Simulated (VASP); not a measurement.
# Rh (Fm-3m) in VASP: a series of runs, part 2 of 2

VASP 6.6.1.

## Step 3: Single point, r2SCAN

File POSCAR:

```
Rh
1.0
    0.0000000000      1.9008071574      1.9008071574
    1.9008071574      0.0000000000      1.9008071574
    1.9008071574      1.9008071574      0.0000000000
Rh
1
Direct
    0.0000000000      0.0000000000      0.0000000000
```

File INCAR.step1:

```
SYSTEM = Rh
ALGO = Normal
EDIFF = 1E-4
ENCUT = 520
GGA = PE
ISMEAR = 1
LASPH = .True.
LCHARG = .False.
LREAL = .False.
LWAVE = .True.
NBANDS = 14
NELM = 80
PREC = Accurate
SIGMA = 1.0
```

File INCAR.step2:

```
SYSTEM = Rh
ALGO = Normal
EDIFF = 1E-6
ENCUT = 520
ISIF = 2
ISMEAR = 1
ISTART = 1
LASPH = .True.
LCHARG = .False.
LMIXTAU = .True.
LREAL = .False.
LWAVE = .False.
METAGGA = R2SCAN
NBANDS = 14
NELM = 80
PREC = Accurate
SIGMA = 1.0
```

File KPOINTS:

```
k-points
0
Gamma
  14 14 14
  0 0 0
```

Potentials or basis: VASP PAW PBE potentials, release 64 (Rh_pv).

On the command line:

```console
$ cat potpaw_PBE.64/Rh_pv/POTCAR > POTCAR
$ cp INCAR.step1 INCAR
$ mpirun -np 1 vasp_std > vasp.out
$ cp INCAR.step2 INCAR
$ mpirun -np 1 vasp_std > vasp.out
```

OUTCAR:

```text
SYSTEM = Rh
   EDIFF = 1E-6
   ENCUT = 520
   ISIF = 2
   ISMEAR = 1
   ISTART = 1
   LASPH = .True.
   LREAL = .False.
   METAGGA = R2SCAN
   NELM = 80
   PREC = Accurate

 ion  position               nearest neighbor table
   1  0.000  0.000  0.000-

  LATTYP: Found a face centered cubic cell.
 ALAT       =     3.8016143148

  Lattice vectors:

 A1 = (   0.0000000000,   1.9008071574,   1.9008071574)
 A2 = (   1.9008071574,   0.0000000000,   1.9008071574)
 A3 = (   1.9008071574,   1.9008071574,   0.0000000000)

Analysis of symmetry for initial positions (statically):
=====================================================================
 Subroutine PRICEL returns:
 Original cell was already a primitive cell.

 Routine SETGRP: Setting up the symmetry group for a
 face centered cubic supercell.

 Subroutine GETGRP returns: Found 48 space group operations
 (whereof 48 operations were pure point group operations)
 out of a pool of 48 trial point group operations.

The static configuration has the point symmetry O_h .

Analysis of symmetry for dynamics (positions and initial velocities):
=====================================================================
 Subroutine PRICEL returns:
 Original cell was already a primitive cell.

 Routine SETGRP: Setting up the symmetry group for a
 face centered cubic supercell.

 Subroutine GETGRP returns: Found 48 space group operations
 (whereof 48 operations were pure point group operations)
 out of a pool of 48 trial point group operations.

The dynamic configuration has the point symmetry O_h .

 Subroutine INISYM returns: Found 48 space group operations
 (whereof 48 operations are pure point group operations),
 and found     1 'primitive' translations

----------------------------------------------------------------------------------------

                                     Primitive cell

  volume of cell :      13.7355

  direct lattice vectors                    reciprocal lattice vectors
     0.000000000  1.900807157  1.900807157    -0.263046148  0.263046148  0.263046148
     1.900807157  0.000000000  1.900807157     0.263046148 -0.263046148  0.263046148
     1.900807157  1.900807157  0.000000000     0.263046148  0.263046148 -0.263046148

  length of vectors
     2.688147261  2.688147261  2.688147261     0.455609292  0.455609292  0.455609292

  position of ions in fractional coordinates (direct lattice)
     0.000000000  0.000000000  0.000000000

  ion indices of the primitive-cell ions
   primitive index   ion index
                 1           1

----------------------------------------------------------------------------------------

 KPOINTS: k-points

Automatic generation of k-mesh.
 Grid dimensions read from file:
 generate k-points for:   14   14   14

 Generating k-lattice:

  Cartesian coordinates                     Fractional coordinates (reciprocal lattice)
    -0.018789011  0.018789011  0.018789011     0.071428571  0.000000000  0.000000000
     0.018789011 -0.018789011  0.018789011     0.000000000  0.071428571  0.000000000
     0.018789011  0.018789011 -0.018789011     0.000000000  0.000000000  0.071428571

  Length of vectors
     0.032543521  0.032543521  0.032543521

  Shift w.r.t. Gamma in fractional coordinates (k-lattice)
     0.000000000  0.000000000  0.000000000

 Subroutine IBZKPT returns following result:
 ===========================================

 Found    104 irreducible k-points:

 Following reciprocal coordinates:
            Coordinates               Weight
  0.000000  0.000000  0.000000      1.000000
  0.071429  0.000000  0.000000      8.000000
  0.142857  0.000000  0.000000      8.000000
  0.214286  0.000000  0.000000      8.000000
  0.285714  0.000000  0.000000      8.000000
  0.357143  0.000000  0.000000      8.000000
[... 16 lines left out ...]
  0.214286  0.142857  0.000000     24.000000
  0.285714  0.142857  0.000000     24.000000
 [... further k-points ...]
   k-points           NKPTS =    104   k-points in BZ     NKDIM =    104   number of bands    NBANDS=     14
   number of dos      NEDOS =    301   number of ions     NIONS =      1
   total plane-waves  NPLWV =   8000
   dimension x,y,z NGX =    20 NGY =   20 NGZ =   20
   dimension x,y,z NGXF=    40 NGYF=   40 NGZF=   40
   ions per type =               1
   NGX,Y,Z   is equivalent  to a cutoff of  12.37, 12.37, 12.37 a.u.
   NGXF,Y,Z  is equivalent  to a cutoff of  24.74, 24.74, 24.74 a.u.
 SYSTEM =  Rh
   PREC   = accura    normal or accurate (medium, high low for compatibility)
   ISTART =      1    job   : 0-new  1-cont  2-samecut
   ICHARG =      0    charge: 1-file 2-atom 10-const
   ISPIN  =      1    spin polarized calculation?
   LNONCOLLINEAR =      F non collinear calculations
   LSORBIT =      F    spin-orbit coupling
   LASPH  =      T    aspherical Exc in radial PAW
   ENCUT  =  520.0 eV  38.22 Ry    6.18 a.u.   5.00  5.00  5.00*2*pi/ulx,y,z
   NELM   =     80;   NELMIN=  2; NELMDL=  0     # of ELM steps
   EDIFF  = 0.1E-05   stopping-criterion for ELM
   LREAL  =      F    real-space projection
   EDIFFG = 0.1E-04   stopping-criterion for IOM
   NSW    =      0    number of steps for IOM
   IBRION =     -1    ionic relax: 0-MD 1-quasi-New 2-CG
   NFREE  =      0    steps in history (QN), initial steepest desc. (CG)
   ISIF   =      2    stress and relaxation
   ISYM   =      2    0-nonsym 1-usesym 2-fastsym
   POTIM  = 0.5000    time-step for ionic-motion
   TEBEG  =    0.0;   TEEND  =   0.0 temperature during run
   PSTRESS=    0.0 pullay stress
   NELECT =      15.0000    total number of electrons
   NUPDOWN=      -1.0000    fix difference up-down
   EMIN   =  10.00;   EMAX   =-10.00  energy-range for DOS
   EFERMI =   0.00;   METHOD = LEGACY
   ISMEAR =     1;   SIGMA  =   1.00  broadening in eV -4-tet -1-fermi 0-gaus
   EFERMI_NEDOS =   21; number of points for ismear=-14 and -15
   IALGO  =     38    algorithm
   IMIX   =      4    mixing-type and parameters
     AMIX     =   0.40;   BMIX     =  1.00
     AMIX_MAG =   1.60;   BMIX_MAG =  1.00
  volume/ion in A,a.u.               =      13.74        92.69
  Fermi-wavevector in a.u.,A,eV,Ry     =   1.685869  3.185831 38.669863  2.842155
  Thomas-Fermi vector in A             =   2.768636
   LORBIT       =      0    0 simple, 1 ext, 2 COOP (PROOUT), +10 PAW based schemes
   METAGGA = R2SCAN    functional components
   LHFCALC =     F    Hartree Fock is set to
   AEXX    =    0.0000 exact exchange contribution
   IVDW    =     0    specifies the selected vdW correction
   LEPSILON=     F    determine dielectric tensor
   LRPA    =     F    only Hartree local field effects (RPA)
 non-spin polarized calculation
 Methfessel and Paxton  Order N= 1 SIGMA  =   1.00
  energy-cutoff  :      520.00
  volume of cell :       13.74
 maximum number of plane-waves:       380
   NGX =  9   NGY =  9   NGZ =  9

 number of electron      15.0000007 magnetization

 Free energy of the ion-electron system (eV)
  ---------------------------------------------------
  ext. energy  EPLUGINS =         0.00000000
  ---------------------------------------------------
  free energy    TOTEN  =       -24.14466310 eV

  energy without entropy =      -24.09234747  energy(sigma->0) =      -24.12722456

 E-fermi :  11.6938     XC(G=0): -15.2092

 val. band max:       11.6897818284   @ k =   0.4286   0.2143   0.0714
 cond. band min:      11.6998699787   @ k =   0.3571   0.0000   0.0000
 fundamental gap:      0.0100881503
 Fermi energy:        11.6937831372

 k-point     1 :       0.0000    0.0000    0.0000
  band No.  band energies     occupation
      1     -36.0221      2.00000
      2     -36.0221      2.00000
      3     -36.0221      2.00000
      4       3.5659      2.00000
      5       8.5838      2.00010
      6       8.5838      2.00010
      7       8.5838      2.00010
      8      10.6910      2.05082
      9      10.6910      2.05082
     10      28.4669     -0.00000
     11      29.1615     -0.00000
     12      34.2215      0.00000
     13      34.2215      0.00000
     14      34.2215      0.00000
[... 375 lines left out ...]
 k-point    24 :       0.2857    0.1429    0.0000
  band No.  band energies     occupation
      1     -36.4187      2.00000
      2     -36.1318      2.00000
      3     -36.1233      2.00000
      4       5.9013      2.00000
      5       7.5345      2.00000
      6       8.9174      2.00062
      7       9.5166      2.00866
      8      10.8299      2.00925
      9      11.4594      1.38493
     10      28.5051     -0.00000
     11      29.1618     -0.00000
     12      30.9779     -0.00000
     13      33.3686      0.00000
     14      34.6835      0.00000

 [... further k-points ...]
[... 5 lines left out ...]
  --------------------------------------------------------------------------------------
  -------------------------------------------------------------------------------------
  Total        0.1488542      0.1488542      0.1488542      0.0000000      0.0000000      0.0000000
  in kB       17.3631109     17.3631109     17.3631109      0.0000000      0.0000000      0.0000000
  external PRESSURE =      17.3631109 kB  Pullay stress =       0.0000000 kB

 VOLUME and BASIS-vectors are now :
 -----------------------------------------------------------------------------
  energy-cutoff  :      520.00
  volume of cell :       13.74
      direct lattice vectors                 reciprocal lattice vectors
     0.000000000  1.900807157  1.900807157    -0.263046148  0.263046148  0.263046148
     1.900807157  0.000000000  1.900807157     0.263046148 -0.263046148  0.263046148
     1.900807157  1.900807157  0.000000000     0.263046148  0.263046148 -0.263046148

 POSITION                                       TOTAL-FORCE (eV/Angst)
 -----------------------------------------------------------------------------------
      0.00000      0.00000      0.00000        -0.000000     -0.000000     -0.000000
 -----------------------------------------------------------------------------------
    total drift:                                0.000000     -0.000000      0.000000

  FREE ENERGIE OF THE ION-ELECTRON SYSTEM (eV)
  ---------------------------------------------------
  free  energy   TOTEN  =       -24.1446631003 eV

  energy  without entropy=      -24.0923474743  energy(sigma->0) =      -24.12722456
```

OUTCAR.step1:

```text
SYSTEM = Rh
   EDIFF = 1E-4
   ENCUT = 520
   GGA = PE
   ISMEAR = 1
   LASPH = .True.
[... 625 lines left out ...]
 -----------------------------------------------------------------------------------
      0.00000      0.00000      0.00000         0.000000      0.000000     -0.000000
 -----------------------------------------------------------------------------------
    total drift:                                0.000000     -0.000000      0.000000

  FREE ENERGIE OF THE ION-ELECTRON SYSTEM (eV)
  ---------------------------------------------------
  free  energy   TOTEN  =        -7.2622040260 eV

  energy  without entropy=       -7.2026041601  energy(sigma->0) =       -7.24233740
```

OSZICAR.step1:

```text
N       E                     dE             d eps       ncg     rms          rms(c)
DAV:   1     0.122613544190E+03    0.12261E+03   -0.87766E+03  2928   0.114E+03
DAV:   2    -0.608686124610E+01   -0.12870E+03   -0.12264E+03  3242   0.342E+02
DAV:   3    -0.774765040271E+01   -0.16608E+01   -0.16582E+01  3356   0.426E+01
DAV:   4    -0.775384291154E+01   -0.61925E-02   -0.61921E-02  3416   0.267E+00
DAV:   5    -0.775389808690E+01   -0.55175E-04   -0.55176E-04  3314   0.221E-01    0.103E+01
DAV:   6    -0.728158190454E+01    0.47232E+00   -0.79256E-01  3080   0.123E+01    0.369E+00
DAV:   7    -0.726565102409E+01    0.15931E-01   -0.16752E-02  3368   0.157E+00    0.175E+00
DAV:   8    -0.726233851875E+01    0.33125E-02   -0.33298E-03  3080   0.776E-01    0.206E-01
DAV:   9    -0.726220249040E+01    0.13603E-03   -0.94912E-05  1966   0.138E-01    0.114E-02
DAV:  10    -0.726220402599E+01   -0.15356E-05   -0.59387E-06  1510   0.300E-02
   1 F= -.72622040E+01 E0= -.72423374E+01  d E =-.595999E-01
```

Run time: 54 s. Hardware: 1 thread of AMD EPYC 7R13, shared host; peak memory 0.14 GiB.

Results:

- Free energy: -24.1447 eV
- Pressure: 1.7 GPa

Levels at points of the mesh, in eV from the Fermi level:
```tsv
k point	band 4	band 5	band 6	band 7	band 8	band 9	band 10	band 11
(0.00, 0.00, 0.00)	-8.13	-3.11	-3.11	-3.11	-1.00	-1.00	16.77	17.47
(0.50, 0.00, 0.00)	-6.28	-3.22	-3.22	0.66	0.66	0.96	9.16	16.33
(0.50, 0.50, 0.00)	-6.49	-6.12	0.58	1.12	1.12	3.55	12.95	14.07
```

Caveat: the PAW data sets were made with another functional, which shifts forces and pressure a little.
